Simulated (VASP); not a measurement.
# CuGe23 (a cell with a defect) in VASP: single point with PBEsol

Aim: the single point of CuGe23 (a cell with a defect) with PBEsol.

All numbers are computed with VASP 6.6.1; they aren't measurements. Logs are shortened: lines on timing, memory, paths and dates and some standing lists are left out, and cuts for length are marked.

## (1) The cell of the first run

The cell holds a defect, 24 atoms: a = 12.001 Å, b = 8.001 Å, c = 8.001 Å, α = 60.00°, β = 60.00°, γ = 60.00°.

## (2) Single point, PBEsol, collinear spin

INCAR reads:

```
SYSTEM = CuGe23
PREC = Accurate ; ENCUT = 350
EDIFF = 1E-5 ; ISMEAR = 0
SIGMA = 0.03 ; LREAL = Auto
LASPH = .True. ; NELM = 120
ALGO = Normal ; ISIF = 2
LWAVE = .False. ; LCHARG = .False.
ISPIN = 2 ; MAGMOM = 3 0 0 0 0 0 0 0 0 0 0 0 0 0 0 0 0 0 0 0 0 0 0 0
LORBIT = 11 ; NUPDOWN = 3
LMAXMIX = 4 ; GGA = PS
NBANDS = 188 ; ISYM = 0
KPAR = 2
```

KPOINTS reads:

```
regular mesh
0
Gamma
  2 2 2
  0 0 0
```

POSCAR reads:

```
CuGe23                                  
1.0
    0.0000000000      8.4863100000      8.4863100000
    5.6575400000      0.0000000000      5.6575400000
    5.6575400000      5.6575400000      0.0000000000
  Cu              Ge            
     1    23
Direct
     0.9997845806103637    0.0004641225729317    0.9981968130540594
     0.0006844431560808    0.0023887146969546    0.4953456694322084
     0.0011871055331935    0.4979780686574852    0.0017106155070032
     0.0016794340678711    0.4958068289107706    0.4964752163893178
     0.3289508089723974    0.0009779625105509    0.0028907142349665
     0.3284108972601560    0.0027256521864391    0.4999144740828792
     0.3283422678112448    0.5011966154689039    0.0045477622885648
     0.3308684968183000    0.5000952882276103    0.5035282754013516
     0.6674923687298370    0.0011213710172493    0.0004758771919635
     0.6654810512181369    0.9993401320503220    0.4964987280654549
     0.6664321067913790    0.4961755743133834    0.0032404523177432
     0.6657628383247175    0.4983038022503877    0.5019659925187966
     0.0780414097847093    0.1212290941692507    0.1187124291665520
     0.0784952113336991    0.1189594100338623    0.6395126297024195
     0.0784100835183859    0.6415792311844494    0.1198582186673836
     0.0815216713526208    0.6254492205903607    0.6248586554496308
     0.4170396716220903    0.1251596042060675    0.1238159004004928
     0.4158477495525828    0.1224115056141790    0.6258618631698238
     0.4168060030905295    0.6238407227079283    0.1260219680577576
     0.4174258384274236    0.6255048745911775    0.6273673072880589
     0.7599287808026758    0.1193391031386339    0.1195805517345420
     0.7512993211153516    0.1202813186665932    0.6243587681984368
     0.7517430075268715    0.6248845362601951    0.1239434103808893
     0.7525298525793799    0.6223932459743343    0.6261697072997041
```

Potentials or basis: VASP PAW PBE potentials, release 64 (Cu, Ge_d).

The run is started by

```sh
> cat potpaw_PBE.64/Cu/POTCAR potpaw_PBE.64/Ge_d/POTCAR > POTCAR
> mpirun -np 4 vasp_std > vasp.out
```

OUTCAR:

```text
SYSTEM = CuGe23
   PREC = Accurate
   ENCUT = 350
   EDIFF = 1E-5
   ISMEAR = 0
   LREAL = Auto
   LASPH = .True.
   NELM = 120
   ISIF = 2
   ISPIN = 2
   LORBIT = 11
   NUPDOWN = 3
   GGA = PS
   ISYM = 0

 ion  position               nearest neighbor table
   1  1.000  0.000  0.998-  13 2.34  14 2.34  15 2.34  21 2.35
   2  0.001  0.002  0.495-  22 2.44  16 2.46  13 2.46  14 2.47
   3  0.001  0.498  0.002-  23 2.44  16 2.46  13 2.46  15 2.47
   4  0.002  0.496  0.496-  24 2.44  15 2.46  14 2.46  16 2.47
   5  0.329  0.001  0.003-  13 2.46  18 2.46  19 2.46  17 2.46
   6  0.328  0.003  0.500-  14 2.45  17 2.46  18 2.46  20 2.47
[... 16 lines left out ...]
  23  0.752  0.625  0.124-   3 2.44   9 2.46  11 2.47  12 2.47
  24  0.753  0.622  0.626-   4 2.44  10 2.46  11 2.46  12 2.47

IMPORTANT INFORMATION: All symmetrisations will be switched off!
NOSYMM: (Re-)initialisation of all symmetry stuff for point group C_1.

----------------------------------------------------------------------------------------

                                     Primitive cell

  volume of cell :     543.2555

  direct lattice vectors                    reciprocal lattice vectors
     0.000000000  8.486310000  8.486310000    -0.058918423  0.058918423  0.058918423
     5.657540000  0.000000000  5.657540000     0.088377634 -0.088377634  0.088377634
     5.657540000  5.657540000  0.000000000     0.088377634  0.088377634 -0.088377634

  length of vectors
    12.001454697  8.000969798  8.000969798     0.102049702  0.153074553  0.153074553

  position of ions in fractional coordinates (direct lattice)
     0.999784581  0.000464123  0.998196813
     0.000684443  0.002388715  0.495345669
     0.001187106  0.497978069  0.001710616
     0.001679434  0.495806829  0.496475216
     0.328950809  0.000977963  0.002890714
     0.328410897  0.002725652  0.499914474
[... 16 lines left out ...]
     0.751743008  0.624884536  0.123943410
     0.752529853  0.622393246  0.626169707

  ion indices of the primitive-cell ions
   primitive index   ion index
                 1           1
                 2           2
                 3           3
                 4           4
                 5           5
                 6           6
[... 16 lines left out ...]
                23          23
                24          24

----------------------------------------------------------------------------------------

 KPOINTS: regular mesh

Automatic generation of k-mesh.
 Grid dimensions read from file:
 generate k-points for:    2    2    2

 Generating k-lattice:

  Cartesian coordinates                     Fractional coordinates (reciprocal lattice)
    -0.029459211  0.029459211  0.029459211     0.500000000  0.000000000  0.000000000
     0.044188817 -0.044188817  0.044188817     0.000000000  0.500000000  0.000000000
     0.044188817  0.044188817 -0.044188817     0.000000000  0.000000000  0.500000000

  Length of vectors
     0.051024851  0.076537276  0.076537276

  Shift w.r.t. Gamma in fractional coordinates (k-lattice)
     0.000000000  0.000000000  0.000000000

 Subroutine IBZKPT returns following result:
 ===========================================

 Found      8 irreducible k-points:

 Following reciprocal coordinates:
            Coordinates               Weight
  0.000000  0.000000  0.000000      1.000000
  0.500000  0.000000  0.000000      1.000000
  0.000000  0.500000  0.000000      1.000000
  0.000000  0.000000  0.500000      1.000000
  0.500000  0.000000  0.500000      1.000000
  0.500000  0.500000  0.000000      1.000000
  0.000000  0.500000  0.500000      1.000000
  0.500000  0.500000  0.500000      1.000000
   k-points           NKPTS =      8   k-points in BZ     NKDIM =      8   number of bands    NBANDS=    188
   number of dos      NEDOS =    301   number of ions     NIONS =     24
   total plane-waves  NPLWV = 200000
   dimension x,y,z NGX =    80 NGY =   50 NGZ =   50
   dimension x,y,z NGXF=   160 NGYF=  100 NGZF=  100
   ions per type =               1  23
   NGX,Y,Z   is equivalent  to a cutoff of  11.08, 10.39, 10.39 a.u.
   NGXF,Y,Z  is equivalent  to a cutoff of  22.16, 20.78, 20.78 a.u.
 SYSTEM =  CuGe23
   PREC   = accura    normal or accurate (medium, high low for compatibility)
   ISTART =      0    job   : 0-new  1-cont  2-samecut
   ICHARG =      2    charge: 1-file 2-atom 10-const
   ISPIN  =      2    spin polarized calculation?
   LNONCOLLINEAR =      F non collinear calculations
   LSORBIT =      F    spin-orbit coupling
   LASPH  =      T    aspherical Exc in radial PAW
   ENCUT  =  350.0 eV  25.72 Ry    5.07 a.u.  18.31 12.20 12.20*2*pi/ulx,y,z
   NELM   =    120;   NELMIN=  2; NELMDL= -5     # of ELM steps
   EDIFF  = 0.1E-04   stopping-criterion for ELM
   LREAL  =      T    real-space projection
   EDIFFG = 0.1E-03   stopping-criterion for IOM
   NSW    =      0    number of steps for IOM
   IBRION =     -1    ionic relax: 0-MD 1-quasi-New 2-CG
   NFREE  =      0    steps in history (QN), initial steepest desc. (CG)
   ISIF   =      2    stress and relaxation
   ISYM   =      0    0-nonsym 1-usesym 2-fastsym
   POTIM  = 0.5000    time-step for ionic-motion
   TEBEG  =    0.0;   TEEND  =   0.0 temperature during run
   PSTRESS=    0.0 pullay stress
   NELECT =     333.0000    total number of electrons
   NUPDOWN=       3.0000    fix difference up-down
   EMIN   =  10.00;   EMAX   =-10.00  energy-range for DOS
   EFERMI =   0.00;   METHOD = LEGACY
   ISMEAR =     0;   SIGMA  =   0.03  broadening in eV -4-tet -1-fermi 0-gaus
   EFERMI_NEDOS =   21; number of points for ismear=-14 and -15
   IALGO  =     38    algorithm
   IMIX   =      4    mixing-type and parameters
     AMIX     =   0.40;   BMIX     =  1.00
     AMIX_MAG =   1.60;   BMIX_MAG =  1.00
  volume/ion in A,a.u.               =      22.64       152.75
  Fermi-wavevector in a.u.,A,eV,Ry     =   1.390662  2.627970 26.312854  1.933940
  Thomas-Fermi vector in A             =   2.514575
   LORBIT       =     11    0 simple, 1 ext, 2 COOP (PROOUT), +10 PAW based schemes
   GGA     = PS    functional components
   LHFCALC =     F    Hartree Fock is set to
   AEXX    =    0.0000 exact exchange contribution
   IVDW    =     0    specifies the selected vdW correction
   LEPSILON=     F    determine dielectric tensor
   LRPA    =     F    only Hartree local field effects (RPA)
 spin polarized calculation
 Gauss-broadening in eV      SIGMA  =   0.03
  energy-cutoff  :      350.00
  volume of cell :      543.26
 maximum number of plane-waves:      8100
 NGX is ok and might be reduce to    80
   NGX = 37   NGY = 25   NGZ = 25

 number of electron     332.9999958 magnetization       3.0000000

 Free energy of the ion-electron system (eV)
  ---------------------------------------------------
  ext. energy  EPLUGINS =         0.00000000
  ---------------------------------------------------
  free energy    TOTEN  =      -114.58063899 eV

  energy without entropy =     -114.57655856  energy(sigma->0) =     -114.57859878

 E-fermi :   3.9755     XC(G=0): -10.1041

 val. band max:        5.0192010382   @ k =   0.0000   0.0000   0.0000
 cond. band min:       4.0279013374   @ k =   0.0000   0.5000   0.0000
 fundamental gap:     -0.9912997008
 Fermi energy:         5.0243777124

 spin component 1

 k-point     1 :       0.0000    0.0000    0.0000
  band No.  band energies     occupation
      1     -20.1017      1.00000
      2     -20.0971      1.00000
      3     -20.0950      1.00000
      4     -20.0930      1.00000
      5     -20.0894      1.00000
      6     -20.0828      1.00000
[... 1437 lines left out ...]
    177       6.8855      0.00000
    178       7.5026      0.00000
 Fermi energy:         3.9754766051

 spin component 2

 k-point     1 :       0.0000    0.0000    0.0000
  band No.  band energies     occupation
      1     -20.0875      1.00000
      2     -20.0822      1.00000
      3     -20.0795      1.00000
      4     -20.0759      1.00000
      5     -20.0735      1.00000
      6     -20.0677      1.00000
[... 1437 lines left out ...]
    177       6.9912      0.00000
    178       7.6025      0.00000
 [bands above 178 left out]

------------------------ aborting loop because EDIFF is reached ----------------------------------------

  FORCE on cell =-STRESS in cart. coord.  units (eV):
  Direction    XX          YY          ZZ          XY          YZ          ZX
  --------------------------------------------------------------------------------------
  -------------------------------------------------------------------------------------
  Total        2.4798296      2.4056224      2.3898669      0.3069786     -0.6393856      0.2254009
  in kB        7.3135505      7.0946975      7.0482311      0.9053458     -1.8856854      0.6647558
  external PRESSURE =       7.1521597 kB  Pullay stress =       0.0000000 kB

 VOLUME and BASIS-vectors are now :
 -----------------------------------------------------------------------------
  energy-cutoff  :      350.00
  volume of cell :      543.26
      direct lattice vectors                 reciprocal lattice vectors
     0.000000000  8.486310000  8.486310000    -0.058918423  0.058918423  0.058918423
     5.657540000  0.000000000  5.657540000     0.088377634 -0.088377634  0.088377634
     5.657540000  5.657540000  0.000000000     0.088377634  0.088377634 -0.088377634

 POSITION                                       TOTAL-FORCE (eV/Angst)
 -----------------------------------------------------------------------------------
      5.64996     14.13182      8.48711        -0.003252      0.012711      0.006394
      2.81595      2.80825      0.01932         0.004068      0.020786     -0.004621
      2.82701      0.01975      2.82740         0.001089      0.000422      0.006766
      5.61388      2.82308      2.81930         0.005926      0.002217      0.002375
      0.02189      2.80793      2.79711         0.001051      0.001870      0.014942
      2.84371      5.61528      2.80242        -0.004899      0.013240      0.000257
[... 16 lines left out ...]
      4.23652      7.08074      9.91483        -0.003514     -0.014853     -0.007602
      7.06379      9.92878      9.90742         0.005285     -0.009877      0.004378
 -----------------------------------------------------------------------------------
    total drift:                               -0.003814      0.002691     -0.001848

  FREE ENERGIE OF THE ION-ELECTRON SYSTEM (eV)
  ---------------------------------------------------
  free  energy   TOTEN  =      -114.5806389937 eV

  energy  without entropy=     -114.5765585565  energy(sigma->0) =     -114.57859878

 total charge

# of ion       s       p       d       tot
------------------------------------------
    1        0.509   0.416   9.136  10.061
    2        1.138   1.236  10.020  12.393
    3        1.138   1.235  10.020  12.393
    4        1.137   1.236  10.020  12.393
    5        1.134   1.238  10.020  12.391
    6        1.136   1.244  10.020  12.399
[... 16 lines left out ...]
   23        1.132   1.246  10.020  12.398
   24        1.135   1.243  10.019  12.398
--------------------------------------------------
tot         26.676  28.824 239.601 295.101

 magnetization (x)

# of ion       s       p       d       tot
------------------------------------------
    1        0.001   0.111   0.112   0.224
    2        0.010   0.048   0.005   0.063
    3        0.010   0.047   0.005   0.063
    4        0.008   0.047   0.005   0.060
    5        0.006   0.061   0.005   0.072
    6        0.016   0.042   0.006   0.064
[... 16 lines left out ...]
   23        0.013   0.037   0.004   0.054
   24        0.016   0.041   0.005   0.061
--------------------------------------------------
tot          0.296   1.390   0.232   1.919
```

Run time: 8.8 min. Hardware: 4 MPI ranks of Intel Xeon 6975P-C (Granite Rapids), shared host; peak memory 0.59 GiB.

What came out:

```yaml
Free_energy: -114.5806 eV
Largest_force: 0.024 eV/Å
Net_moment: 3.00 μB per cell
Site_moments: Cu +0.22; Ge +0.06, +0.07, +0.13, +0.04, +0.08, +0.15, +0.05 (each value once) μB
Valence_electrons_inside_the_program's_atomic_spheres: Cu 10.06; Ge 12.39, 12.40, 12.38 (each value once)
```

Forces in eV/Å, atoms in the order of the input:
```
Cu  -0.003  0.013  0.006
Ge   0.004  0.021 -0.005
Ge   0.001  0.000  0.007
Ge   0.006  0.002  0.002
Ge   0.001  0.002  0.015
Ge  -0.005  0.013  0.000
Ge  -0.023  0.001  0.006
Ge  -0.017 -0.016 -0.005
Ge  -0.008  0.008 -0.004
Ge   0.018  0.012  0.011
Ge  -0.004 -0.016 -0.002
Ge  -0.012 -0.001  0.012
Ge   0.003 -0.006 -0.022
Ge   0.012 -0.003 -0.004
Ge   0.001 -0.002 -0.006
Ge  -0.004  0.007  0.001
Ge   0.007  0.009 -0.012
Ge   0.010 -0.001  0.001
Ge   0.011 -0.018 -0.001
Ge  -0.013 -0.012 -0.008
Ge  -0.006  0.012  0.003
Ge   0.019 -0.001  0.005
Ge  -0.004 -0.015 -0.008
Ge   0.005 -0.010  0.004
```

Caveat: the k points lie up to 0.48 Å⁻¹ apart; the cutoff is under 1.25 times the usual one of these potentials, so pressure, stress and relaxed cells hold a basis-set (Pulay) error; the PAW data sets were made with another functional, which shifts forces and pressure a little; the total moment is fixed, so each spin has its own Fermi level.
